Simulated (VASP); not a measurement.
# SnTe (Fm-3m) in VASP: notebook

Aim: see how the results for SnTe move with the level of theory and the settings. Levels: r2SCAN, PBEsol. Tasks: single point.

All numbers are computed with VASP 6.6.1; they aren't measurements. Logs are shortened: lines on timing, memory, paths and dates and some standing lists are left out, and cuts for length are marked.

## Step 1: The cell of the first run

The structure is cubic, space group Fm-3m (No. 225). The conventional cell has a = 6.302 Å, b = 6.302 Å, c = 6.302 Å, α = 90.00°, β = 90.00°, γ = 90.00°. Within 4.1 Å of Te (site symmetry m-3m) lie 6 Sn at 3.15 Å. Within 4.1 Å of Sn (site symmetry m-3m) lie 6 Te at 3.15 Å.

## Step 2: Single point, r2SCAN

The input, POSCAR:

```
SnTe
1.0
    0.0000000000      3.1508500000      3.1508500000
    3.1508500000      0.0000000000      3.1508500000
    3.1508500000      3.1508500000      0.0000000000
Te Sn
1 1
Direct
    0.5000000000      0.5000000000      0.5000000000
    0.0000000000      0.0000000000      0.0000000000
```

The input, INCAR.step1:

```
PREC = Accurate
ENCUT = 520
ISMEAR = -1
SIGMA = 0.05
LREAL = False
LASPH = True
NELM = 100
NBANDS = 17
GGA = PE
ALGO = Normal
EDIFF = 1E-4
LWAVE = True
LCHARG = False
```

The input, INCAR.step2:

```
PREC = Accurate
ENCUT = 520
EDIFF = 1E-7
ISMEAR = -1
SIGMA = 0.05
LREAL = False
LASPH = True
NELM = 100
ALGO = Normal
ISIF = 2
LWAVE = False
LCHARG = False
METAGGA = R2SCAN
LMIXTAU = True
NBANDS = 17
ISTART = 1
```

The input, KPOINTS:

```
Automatic mesh
0
Gamma
  7 7 7
```

Potentials or basis: VASP PAW PBE potentials, release 64 (Te, Sn_d).

The run is started by

```console
$ cat potpaw_PBE.64/Te/POTCAR potpaw_PBE.64/Sn_d/POTCAR > POTCAR
$ cp INCAR.step1 INCAR
$ mpirun -np 1 vasp_std > vasp.out
$ cp INCAR.step2 INCAR
$ mpirun -np 1 vasp_std > vasp.out
```

OUTCAR:

```text
PREC = Accurate
   ENCUT = 520
   EDIFF = 1E-7
   ISMEAR = -1
   LREAL = False
   LASPH = True
   NELM = 100
   ISIF = 2
   METAGGA = R2SCAN
   ISTART = 1

 ion  position               nearest neighbor table
   1  0.500  0.500  0.500-   2 3.15   2 3.15   2 3.15   2 3.15   2 3.15   2 3.15
   2  0.000  0.000  0.000-   1 3.15   1 3.15   1 3.15   1 3.15   1 3.15   1 3.15

  LATTYP: Found a face centered cubic cell.
 ALAT       =     6.3017000000

  Lattice vectors:

 A1 = (   0.0000000000,   3.1508500000,   3.1508500000)
 A2 = (   3.1508500000,   0.0000000000,   3.1508500000)
 A3 = (   3.1508500000,   3.1508500000,   0.0000000000)

Analysis of symmetry for initial positions (statically):
=====================================================================
 Subroutine PRICEL returns:
 Original cell was already a primitive cell.

 Routine SETGRP: Setting up the symmetry group for a
 face centered cubic supercell.

 Subroutine GETGRP returns: Found 48 space group operations
 (whereof 48 operations were pure point group operations)
 out of a pool of 48 trial point group operations.

The static configuration has the point symmetry O_h .

Analysis of symmetry for dynamics (positions and initial velocities):
=====================================================================
 Subroutine PRICEL returns:
 Original cell was already a primitive cell.

 Routine SETGRP: Setting up the symmetry group for a
 face centered cubic supercell.

 Subroutine GETGRP returns: Found 48 space group operations
 (whereof 48 operations were pure point group operations)
 out of a pool of 48 trial point group operations.

The dynamic configuration has the point symmetry O_h .

 Subroutine INISYM returns: Found 48 space group operations
 (whereof 48 operations are pure point group operations),
 and found     1 'primitive' translations

----------------------------------------------------------------------------------------

                                     Primitive cell

  volume of cell :      62.5624

  direct lattice vectors                    reciprocal lattice vectors
     0.000000000  3.150850000  3.150850000    -0.158687338  0.158687338  0.158687338
     3.150850000  0.000000000  3.150850000     0.158687338 -0.158687338  0.158687338
     3.150850000  3.150850000  0.000000000     0.158687338  0.158687338 -0.158687338

  length of vectors
     4.455974803  4.455974803  4.455974803     0.274854533  0.274854533  0.274854533

  position of ions in fractional coordinates (direct lattice)
     0.500000000  0.500000000  0.500000000
     0.000000000  0.000000000  0.000000000

  ion indices of the primitive-cell ions
   primitive index   ion index
                 1           1
                 2           2

----------------------------------------------------------------------------------------

 KPOINTS: Automatic mesh

Automatic generation of k-mesh.
 Grid dimensions read from file:
 generate k-points for:    7    7    7

 Generating k-lattice:

  Cartesian coordinates                     Fractional coordinates (reciprocal lattice)
    -0.022669620  0.022669620  0.022669620     0.142857143  0.000000000  0.000000000
     0.022669620 -0.022669620  0.022669620     0.000000000  0.142857143  0.000000000
     0.022669620  0.022669620 -0.022669620     0.000000000  0.000000000  0.142857143

  Length of vectors
     0.039264933  0.039264933  0.039264933

  Shift w.r.t. Gamma in fractional coordinates (k-lattice)
     0.000000000  0.000000000  0.000000000

 Subroutine IBZKPT returns following result:
 ===========================================

 Found     20 irreducible k-points:

 Following reciprocal coordinates:
            Coordinates               Weight
  0.000000  0.000000  0.000000      1.000000
  0.142857  0.000000  0.000000      8.000000
  0.285714  0.000000  0.000000      8.000000
  0.428571  0.000000  0.000000      8.000000
  0.142857  0.142857  0.000000      6.000000
  0.285714  0.142857  0.000000     24.000000
[... 12 lines left out ...]
 -0.428571  0.428571  0.142857     24.000000
 -0.285714  0.428571  0.142857     24.000000
   k-points           NKPTS =     20   k-points in BZ     NKDIM =     20   number of bands    NBANDS=     17
   number of dos      NEDOS =    301   number of ions     NIONS =      2
   total plane-waves  NPLWV =  46656
   dimension x,y,z NGX =    36 NGY =   36 NGZ =   36
   dimension x,y,z NGXF=    72 NGYF=   72 NGZF=   72
   ions per type =               1   1
   NGX,Y,Z   is equivalent  to a cutoff of  13.43, 13.43, 13.43 a.u.
   NGXF,Y,Z  is equivalent  to a cutoff of  26.86, 26.86, 26.86 a.u.
 SYSTEM =  unknown system
   PREC   = accura    normal or accurate (medium, high low for compatibility)
   ISTART =      1    job   : 0-new  1-cont  2-samecut
   ICHARG =      0    charge: 1-file 2-atom 10-const
   ISPIN  =      1    spin polarized calculation?
   LNONCOLLINEAR =      F non collinear calculations
   LSORBIT =      F    spin-orbit coupling
   LASPH  =      T    aspherical Exc in radial PAW
   ENCUT  =  520.0 eV  38.22 Ry    6.18 a.u.   8.29  8.29  8.29*2*pi/ulx,y,z
   NELM   =    100;   NELMIN=  2; NELMDL=  0     # of ELM steps
   EDIFF  = 0.1E-06   stopping-criterion for ELM
   LREAL  =      F    real-space projection
   EDIFFG = 0.1E-05   stopping-criterion for IOM
   NSW    =      0    number of steps for IOM
   IBRION =     -1    ionic relax: 0-MD 1-quasi-New 2-CG
   NFREE  =      0    steps in history (QN), initial steepest desc. (CG)
   ISIF   =      2    stress and relaxation
   ISYM   =      2    0-nonsym 1-usesym 2-fastsym
   POTIM  = 0.5000    time-step for ionic-motion
   TEBEG  =    0.0;   TEEND  =   0.0 temperature during run
   PSTRESS=    0.0 pullay stress
   NELECT =      20.0000    total number of electrons
   NUPDOWN=      -1.0000    fix difference up-down
   EMIN   =  10.00;   EMAX   =-10.00  energy-range for DOS
   EFERMI =   0.00;   METHOD = LEGACY
   ISMEAR =    -1;   SIGMA  =   0.05  broadening in eV -4-tet -1-fermi 0-gaus
   EFERMI_NEDOS =   21; number of points for ismear=-14 and -15
   IALGO  =     38    algorithm
   IMIX   =      4    mixing-type and parameters
     AMIX     =   0.40;   BMIX     =  1.00
     AMIX_MAG =   1.60;   BMIX_MAG =  1.00
  volume/ion in A,a.u.               =      31.28       211.10
  Fermi-wavevector in a.u.,A,eV,Ry     =   1.119387  2.115336 17.048485  1.253028
  Thomas-Fermi vector in A             =   2.256026
   LORBIT       =      0    0 simple, 1 ext, 2 COOP (PROOUT), +10 PAW based schemes
   METAGGA = R2SCAN    functional components
   LHFCALC =     F    Hartree Fock is set to
   AEXX    =    0.0000 exact exchange contribution
   IVDW    =     0    specifies the selected vdW correction
   LEPSILON=     F    determine dielectric tensor
   LRPA    =     F    only Hartree local field effects (RPA)
 non-spin polarized calculation
  energy-cutoff  :      520.00
  volume of cell :       62.56
 maximum number of plane-waves:      1705
 NGX is ok and might be reduce to    36
   NGX = 17   NGY = 17   NGZ = 17

 number of electron      19.9999998 magnetization

 Free energy of the ion-electron system (eV)
  ---------------------------------------------------
  ext. energy  EPLUGINS =         0.00000000
  ---------------------------------------------------
  free energy    TOTEN  =       -50.67989090 eV

  energy without entropy =      -50.67977436  energy(sigma->0) =      -50.67983263

 E-fermi :   7.0858     XC(G=0): -10.0703

 val. band max:        6.8010148075   @ k =   0.4286   0.0000   0.0000
 cond. band min:       7.4161344432   @ k =   0.4286   0.0000   0.0000
 fundamental gap:      0.6151196357
 Fermi energy:         7.0857574302

 k-point     1 :       0.0000    0.0000    0.0000
  band No.  band energies     occupation
      1     -15.7411      2.00000
      2     -15.7411      2.00000
      3     -15.7300      2.00000
      4     -15.7299      2.00000
      5     -15.7299      2.00000
      6      -6.4862      2.00000
[... 9 lines left out ...]
     16      11.9813      0.00000
     17      14.0546      0.00000

 k-point     2 :       0.1429    0.0000    0.0000
  band No.  band energies     occupation
      1     -15.7420      2.00000
      2     -15.7420      2.00000
      3     -15.7296      2.00000
      4     -15.7288      2.00000
      5     -15.7288      2.00000
      6      -6.3053      2.00000
[... 9 lines left out ...]
     16      12.4112      0.00000
     17      15.3430      0.00000

 k-point     3 :       0.2857    0.0000    0.0000
  band No.  band energies     occupation
      1     -15.7445      2.00000
      2     -15.7445      2.00000
      3     -15.7289      2.00000
      4     -15.7258      2.00000
      5     -15.7258      2.00000
      6      -5.8086      2.00000
[... 9 lines left out ...]
     16      13.5969      0.00000
     17      17.8780      0.00000

 k-point     4 :       0.4286    0.0000    0.0000
  band No.  band energies     occupation
      1     -15.7466      2.00000
      2     -15.7466      2.00000
      3     -15.7284      2.00000
      4     -15.7233      2.00000
      5     -15.7233      2.00000
      6      -5.2357      2.00000
[... 9 lines left out ...]
     16      15.3999      0.00000
     17      16.9996      0.00000
[... 263 lines left out ...]
      1     -15.7519      2.00000
      2     -15.7432      2.00000
      3     -15.7277      2.00000
      4     -15.7244      2.00000
      5     -15.7212      2.00000
      6      -4.9613      2.00000
[... 9 lines left out ...]
     16      16.1905      0.00000
     17      17.4951      0.00000

 k-point    19 :      -0.4286    0.4286    0.1429
  band No.  band energies     occupation
      1     -15.7573      2.00000
      2     -15.7393      2.00000
      3     -15.7310      2.00000
      4     -15.7218      2.00000
      5     -15.7192      2.00000
      6      -4.8342      2.00000
[... 9 lines left out ...]
     16      17.0168      0.00000
     17      17.9928      0.00000

 k-point    20 :      -0.2857    0.4286    0.1429
  band No.  band energies     occupation
      1     -15.7549      2.00000
      2     -15.7418      2.00000
      3     -15.7278      2.00000
      4     -15.7247      2.00000
      5     -15.7192      2.00000
      6      -4.7384      2.00000
[... 9 lines left out ...]
     16      17.2268      0.00000
     17      17.9135      0.00000

------------------------ aborting loop because EDIFF is reached ----------------------------------------

  FORCE on cell =-STRESS in cart. coord.  units (eV):
  Direction    XX          YY          ZZ          XY          YZ          ZX
  --------------------------------------------------------------------------------------
  -------------------------------------------------------------------------------------
  Total        0.5887119      0.5887119      0.5887119      0.0000000     -0.0000000      0.0000000
  in kB       15.0764882     15.0764882     15.0764882      0.0000000     -0.0000000      0.0000000
  external PRESSURE =      15.0764882 kB  Pullay stress =       0.0000000 kB

 VOLUME and BASIS-vectors are now :
 -----------------------------------------------------------------------------
  energy-cutoff  :      520.00
  volume of cell :       62.56
      direct lattice vectors                 reciprocal lattice vectors
     0.000000000  3.150850000  3.150850000    -0.158687338  0.158687338  0.158687338
     3.150850000  0.000000000  3.150850000     0.158687338 -0.158687338  0.158687338
     3.150850000  3.150850000  0.000000000     0.158687338  0.158687338 -0.158687338

 POSITION                                       TOTAL-FORCE (eV/Angst)
 -----------------------------------------------------------------------------------
      3.15085      3.15085      3.15085         0.000000      0.000000      0.000000
      0.00000      0.00000      0.00000        -0.000000      0.000000     -0.000000
 -----------------------------------------------------------------------------------
    total drift:                               -0.000000      0.000000      0.000000

  FREE ENERGIE OF THE ION-ELECTRON SYSTEM (eV)
  ---------------------------------------------------
  free  energy   TOTEN  =       -50.6798909006 eV

  energy  without entropy=      -50.6797743570  energy(sigma->0) =      -50.67983263
```

It took 75 s on 1 thread of Intel Xeon Platinum 8488C (Sapphire Rapids), shared host; peak memory 0.21 GiB.

What came out:

| Property | Result |
| --- | --- |
| Free energy | -50.6799 eV |
| Pressure | 1.5 GPa |

Caveat: this odd mesh misses L, so gap, dielectric constants and Born charges aren't listed; the PAW data sets were made with another functional, which shifts forces and pressure a little; spin-orbit coupling is left out, which moves the levels of the heavy elements.

## Step 3: Single point, r2SCAN

This run uses another cell than the first one, of 31.91 Å³/atom.

The input, POSCAR:

```
SnTe
1.0
    0.0000000000      3.1717171644      3.1717171644
    3.1717171644      0.0000000000      3.1717171644
    3.1717171644      3.1717171644      0.0000000000
Te Sn
1 1
Direct
    0.5000000000      0.5000000000      0.5000000000
    0.0000000000      0.0000000000      0.0000000000
```

The input, INCAR.step1:

```
PREC     = Accurate       # precision mode
ENCUT    = 520            # plane-wave cutoff, eV
ISMEAR   = -1             # smearing method
SIGMA    = 0.05           # smearing width, eV
LREAL    = F              # projectors in reciprocal space
LASPH    = T              # aspherical terms in the spheres
NELM     = 100            # most SCF steps
NBANDS   = 17             # bands
GGA      = PE             # functional
ALGO     = Normal         # electronic algorithm
EDIFF    = 1E-4           # SCF threshold, eV
LWAVE    = T              # write WAVECAR
LCHARG   = F              # write CHGCAR
```

The input, INCAR.step2:

```
PREC     = Accurate       # precision mode
ENCUT    = 520            # plane-wave cutoff, eV
EDIFF    = 1E-6           # SCF threshold, eV
ISMEAR   = -1             # smearing method
SIGMA    = 0.05           # smearing width, eV
LREAL    = F              # projectors in reciprocal space
LASPH    = T              # aspherical terms in the spheres
NELM     = 100            # most SCF steps
ALGO     = Normal         # electronic algorithm
ISIF     = 2              # what is computed and relaxed
LWAVE    = F              # write WAVECAR
LCHARG   = F              # write CHGCAR
METAGGA  = R2SCAN         # meta-GGA
LMIXTAU  = T            
NBANDS   = 17             # bands
ISTART   = 1
```

The input, KPOINTS:

```
regular mesh
0
Gamma
  7 7 7
```

Potentials or basis: VASP PAW PBE potentials, release 64 (Te, Sn_d).

The run is started by

```console
$ cat potpaw_PBE.64/Te/POTCAR potpaw_PBE.64/Sn_d/POTCAR > POTCAR
$ cp INCAR.step1 INCAR
$ mpirun -np 1 vasp_std > vasp.out
$ cp INCAR.step2 INCAR
$ mpirun -np 1 vasp_std > vasp.out
```

Wall time 56 s (1 thread of Intel Xeon Platinum 8488C (Sapphire Rapids), shared host); peak memory 0.21 GiB.

Results (log left out):

```yaml
Free_energy: -50.6882 eV
Pressure: 0.6 GPa
```

Levels at points of the mesh, in eV from the Fermi level:
```
           k point  band 7  band 8  band 9  band 10  band 11  band 12  band 13  band 14
(0.00, 0.00, 0.00)   -4.89   -2.50   -2.50    -2.50     3.33     3.33     3.33     4.94
```

Caveat: this odd mesh misses L, so gap, dielectric constants and Born charges aren't listed; the PAW data sets were made with another functional, which shifts forces and pressure a little; spin-orbit coupling is left out, which moves the levels of the heavy elements.

(Continued in part 2 of 2.)
